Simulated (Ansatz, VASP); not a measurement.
One calculation of TiO, two programs

Contents of INCAR:

```
  PREC = Accurate
  ENCUT = 520
  EDIFF = 1E-6
  ISMEAR = 0
  SIGMA = 0.15
  LREAL = False
  LASPH = True
  NELM = 60
  ALGO = Normal
  ISIF = 2
  LWAVE = False
  LCHARG = False
  GGA = PS
  NBANDS = 16
```

KPOINTS

```
Automatic mesh
0
Gamma
  30 30 24
```

The input POSCAR:

```
TiO
1.0
    2.7888858286      0.0000000000      0.0000000000
   -1.3944429143      2.4152459758      0.0000000000
    0.0000000000      0.0000000000      2.7940761164
Ti O
1 1
Direct
    0.6666666667      0.3333333333      0.0000000000
    0.0000000000      0.0000000000      0.5000000000
```

Input for Ansatz:

```yaml
crystal:
  lattice:
    - [2.7888858286, 0.0, 0.0]
    - [-1.3944429143, 2.4152459758, 0.0]
    - [0.0, 0.0, 2.7940761164]
  atoms:
    - { symbol: Ti, position: [0.6666666667, 0.3333333333, 0.0] }
    - { symbol: O, position: [0.0, 0.0, 0.5] }
basis:
  ecutwfc: 420
kpoints:
  mp_grid: { grid: [30, 30, 24] }
hamiltonian:
  xc: pbesol
scf:
  occupations: { method: gaussian, width: 0.15 }
output:
  forces: true
  stress: true
  eigenvalues: true
```

Alike in both runs: task single point; functional PBEsol; k mesh 30 × 30 × 24; occupations gaussian, width 0.15 eV; no spin polarisation.

|  | VASP | Ansatz |
| --- | --- | --- |
| version | VASP 6.6.1 | Ansatz 0.2.0 |
| potentials or method | VASP PAW PBE potentials, release 64 (Ti_sv, O), cutoff 520 eV | scalar-relativistic, plane waves, PAW |
| valence electrons in the cell | 18 | 18 |

|  | VASP | Ansatz | Ansatz less VASP |
| --- | --- | --- | --- |
| gap on the k mesh at the Fermi level (eV) | none | none | - |
| pressure (GPa) | 0.7 | 0.0 | -0.72 |
| traceless stress, the component that is largest in VASP (GPa) | 0.15 | -0.03 | -0.179 |

VASP's potentials were made for PBE, not for PBEsol. A gap of «none» marks a metal or a gap that the smearing closes.
